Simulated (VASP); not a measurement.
Set up this calculation in VASP 6.6.1, as the native input.

- Task: relaxation of cell and atoms
- Functional: r2SCAN
- Potentials or basis: VASP PAW PBE potentials, release 64 (Si, Sb)
- Cutoff: 600 eV
- k mesh: 4 × 4 × 4
- Occupations: gaussian, width 0.1 eV
- Spin: no spin polarisation
- Dipole correction: no
- Further INCAR settings: ALGO = Normal; EDIFF = 1e-06; IBRION = 2; EDIFFG = -0.04; NSW = 90; ISIF = 3

Crystal: Si3Sb.

```
Si Sb
1.0
     4.13875    0.00000    0.00000
     0.00000    4.13875    0.00000
     0.00000    0.00000    4.13875
Si Sb
3 1
Direct
  0.00000 0.50000 0.50000
  0.50000 0.00000 0.50000
  0.50000 0.50000 0.00000
  0.00000 0.00000 0.00000
```

The input as run:

POSCAR

```
Si3Sb
1.0
    4.1387528297      0.0000000000      0.0000000000
    0.0000000000      4.1387528297      0.0000000000
    0.0000000000      0.0000000000      4.1387528297
Si Sb
3 1
Direct
    0.0000000000      0.5000000000      0.5000000000
    0.5000000000      0.0000000000      0.5000000000
    0.5000000000      0.5000000000      0.0000000000
    0.0000000000      0.0000000000      0.0000000000
```

INCAR.step1

```
PREC     = Accurate       # precision mode
ENCUT    = 600            # plane-wave cutoff, eV
ISMEAR   = 0              # smearing method
SIGMA    = 0.1            # smearing width, eV
LREAL    = False          # projectors in reciprocal space
LASPH    = True           # aspherical terms in the spheres
NELM     = 80             # most SCF steps
GGA      = PE             # functional
ALGO     = Normal         # electronic algorithm
EDIFF    = 1E-4           # SCF threshold, eV
LWAVE    = True           # write WAVECAR
LCHARG   = False          # write CHGCAR
```

INCAR.step2

```
PREC     = Accurate       # precision mode
ENCUT    = 600            # plane-wave cutoff, eV
EDIFF    = 1E-6           # SCF threshold, eV
ISMEAR   = 0              # smearing method
SIGMA    = 0.1            # smearing width, eV
LREAL    = False          # projectors in reciprocal space
LASPH    = True           # aspherical terms in the spheres
NELM     = 80             # most SCF steps
ALGO     = Normal         # electronic algorithm
ISIF     = 3              # what is computed and relaxed
LWAVE    = False          # write WAVECAR
LCHARG   = False          # write CHGCAR
METAGGA  = R2SCAN         # meta-GGA
LMIXTAU  = True         
IBRION   = 2              # ionic algorithm
NSW      = 90             # ionic steps
EDIFFG   = -0.04          # ionic threshold
ISTART   = 1
```

KPOINTS

```
regular mesh
0
Gamma
  4 4 4
```

Potentials or basis: VASP PAW PBE potentials, release 64 (Si, Sb).

Launch:

```sh
$ cat potpaw_PBE.64/Si/POTCAR potpaw_PBE.64/Sb/POTCAR > POTCAR
$ cp INCAR.step1 INCAR
$ mpirun -np 1 vasp_std > vasp.out
$ cp INCAR.step2 INCAR
$ mpirun -np 1 vasp_std > vasp.out
```

It gave:

```yaml
Relaxed_volume: 18.64 Å³/atom
Relaxed_cell: a = 4.209 Å, b = 4.209 Å, c = 4.209 Å, α = 90.00°, β = 90.00°, γ = 90.00°
Space_group_after_relaxing_to_0.1_Å: Pm-3m (No. 221)
Energy_gained_by_relaxing: 12.0 meV/atom
Ionic_steps: 3
Pressure_after_relaxing: 0.0 GPa
```

Caveat: the k points lie up to 0.37 Å⁻¹ apart in the final cell; the highest band is partly filled, so the run has too few bands; the PAW data sets were made with another functional, which shifts forces and pressure a little.

Wall time 2.9 min on 1 thread of Intel Xeon 8259CL, on a shared host, peak memory 0.23 GiB.
